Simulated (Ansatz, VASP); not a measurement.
One calculation of HgTe, two programs

```
CELL_PARAMETERS angstrom
2.99955 -3.00014 0.00000
2.99955 3.00014 0.00000
0.00000 0.00000 5.70824
ATOMIC_POSITIONS crystal
Hg 0.24982 0.75018 0.75000
Hg 0.75018 0.24982 0.25000
Te 0.74987 0.25013 0.75000
Te 0.25013 0.74987 0.25000
```

Change from the starting cell: strain +0.000 along x and y, -0.050 along z, atoms carried along.

Alike in both runs: task single point; functional PBEsol; k mesh 12 × 12 × 8; occupations gaussian, width 0.15 eV; no spin polarisation.

|  | VASP | Ansatz |
| --- | --- | --- |
| version | VASP 6.6.1 | Ansatz 0.2.0 |
| potentials or method | VASP PAW PBE potentials, release 64 (Hg, Te), cutoff 520 eV | scalar-relativistic, plane waves, PAW |
| valence electrons in the cell | 36 | 72 |

|  | VASP | Ansatz | Ansatz less VASP |
| --- | --- | --- | --- |
| gap on the k mesh at the Fermi level (eV) | none | none | - |
| pressure (GPa) | 4.2 | 4.0 | -0.28 |
| traceless stress, the component that is largest in VASP (GPa) | 3.42 | 3.30 | -0.124 |

VASP's potentials were made for PBE, not for PBEsol. A gap of «none» marks a metal or a gap that the smearing closes. With one functional, cell and mesh, what is left measures potentials, basis and numerics. VASP's potentials hold 36 valence electrons a cell and Ansatz's 72, so a difference there can come from the potentials and not from the codes.

Spin-orbit coupling is off throughout.
